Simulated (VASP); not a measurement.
ZrO2, 6 atoms in the cell. It takes space group Pmmn (No. 59, orthorhombic). The conventional cell has a = 3.601 Å, b = 3.619 Å, c = 5.228 Å, α = 90.00°, β = 90.00°, γ = 90.00°. Within 2.7 Å of Zr (site symmetry mm2) lie 8 O at 2.07 to 2.41 Å. Within 2.7 Å of O (site symmetry mm2) lie 4 Zr at 2.07 to 2.41 Å and 6 O at 2.61 Å. Within 2.8 Å of O (site symmetry mm2) lie 4 Zr at 2.08 to 2.40 Å and 6 O at 2.61 Å.  This cell differs from its parent crystal: strain +0.0050 x Voigt [1, 0, 0, 0, 0, 0].

- Program: VASP 6.6.1
- Task: single point
- Functional: r2SCAN
- Potentials or basis: VASP PAW PBE potentials, release 64 (Zr_sv, O)
- Cutoff: 660 eV
- k mesh: 6 × 6 × 6
- Occupations: gaussian, width 0.05 eV
- Spin: no spin polarisation
- Dipole correction: no
- Further INCAR settings: ALGO = Normal; EDIFF = 1e-06; NBANDS = 33

Potentials or basis: VASP PAW PBE potentials, release 64 (Zr_sv, O).

The run is started by

```sh
$ cat potpaw_PBE.64/Zr_sv/POTCAR potpaw_PBE.64/O/POTCAR > POTCAR
$ cp INCAR.step1 INCAR
$ mpirun -np 1 vasp_std > vasp.out
$ cp INCAR.step2 INCAR
$ mpirun -np 1 vasp_std > vasp.out
```

Hardware: 1 thread of Oxide Virtual Turin-like Processor, with other jobs on the host.

Task: Estimate the wall time of this run.

Result: It took 14 min on 1 thread of Oxide Virtual Turin-like Processor (shared host), peak memory 0.28 GiB. Counts: k points 64.
